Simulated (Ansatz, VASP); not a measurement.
**One calculation of Zn4HO4, two programs**

The input INCAR:

```
SYSTEM = Zn4HO4
PREC = Accurate
ENCUT = 520
EDIFF = 1E-6
ISMEAR = 0
SIGMA = 0.05
LREAL = .False.
LASPH = .True.
NELM = 100
ALGO = Normal
ISIF = 2
LWAVE = .False.
LCHARG = .False.
GGA = PE
NBANDS = 46
```

KPOINTS

```
Automatic mesh
0
Gamma
  4 4 8
  0 0 0
```

Contents of POSCAR:

```
Zn4HO4
1.0
    5.6098780345      0.0000000000      0.0000000000
    0.0000000000      5.6098780345      0.0000000000
    0.0000000000      0.0000000000      3.2790255992
Zn O H
4 4 1
Direct
    0.1816262562      0.1816262562      0.5000000000
    0.8183737438      0.8183737438      0.5000000000
    0.6816262562      0.3183737438      0.0000000000
    0.3183737438      0.6816262562      0.0000000000
    0.8184651117      0.1815348883      0.5000000000
    0.1815348883      0.8184651117      0.5000000000
    0.6815348883      0.6815348883      0.0000000000
    0.3184651117      0.3184651117      0.0000000000
    0.9999176225     -0.0149595895      0.0000000000
```

Input for Ansatz:

```yaml
crystal:
  lattice:
    - [5.6098780345, 0.0, 0.0]
    - [0.0, 5.6098780345, 0.0]
    - [0.0, 0.0, 3.2790255992]
  atoms:
    - { symbol: Zn, position: [0.1816262562, 0.1816262562, 0.5] }
    - { symbol: Zn, position: [0.8183737438, 0.8183737438, 0.5] }
    - { symbol: Zn, position: [0.6816262562, 0.3183737438, 0.0] }
    - { symbol: Zn, position: [0.3183737438, 0.6816262562, 0.0] }
    - { symbol: O, position: [0.8184651117, 0.1815348883, 0.5] }
    - { symbol: O, position: [0.1815348883, 0.8184651117, 0.5] }
    - { symbol: O, position: [0.6815348883, 0.6815348883, 0.0] }
    - { symbol: O, position: [0.3184651117, 0.3184651117, 0.0] }
    - { symbol: H, position: [0.9999176225, -0.0149595895, 0.0] }
basis:
  ecutwfc: 420
kpoints:
  mp_grid: { grid: [4, 4, 8] }
hamiltonian:
  xc: pbe
  pseudopotentials: { kind: paw, azcp: { folder: soft_1 } }
scf:
  occupations: { method: gaussian, width: 0.05 }
output:
  forces: true
  stress: true
  eigenvalues: true
```

Alike in both runs: task single point; functional PBE; k mesh 4 × 4 × 8; occupations gaussian, width 0.05 eV; no spin polarisation.

|  | VASP | Ansatz |
| --- | --- | --- |
| version | VASP 6.6.1 | Ansatz 0.2.0 |
| potentials or method | VASP PAW PBE potentials, release 64 (Zn, O, H), cutoff 520 eV | scalar-relativistic, plane waves, PAW |
| valence electrons in the cell | 73 | 73 |

|  | VASP | Ansatz | Ansatz less VASP |
| --- | --- | --- | --- |
| gap on the k mesh at the Fermi level (eV) | none | none | - |
| pressure (GPa) | 3.8 | 3.0 | -0.84 |
| traceless stress, the component that is largest in VASP (GPa) | 0.85 | 0.71 | -0.140 |
| rms of the force components (eV/Å) | 0.162 | 0.160 | -0.0016 |

Atom by atom the forces differ by 0.002 eV/Å (rms over components). A gap of «none» marks a metal or a gap that the smearing closes. With one functional, cell and mesh, what is left measures potentials, basis and numerics.
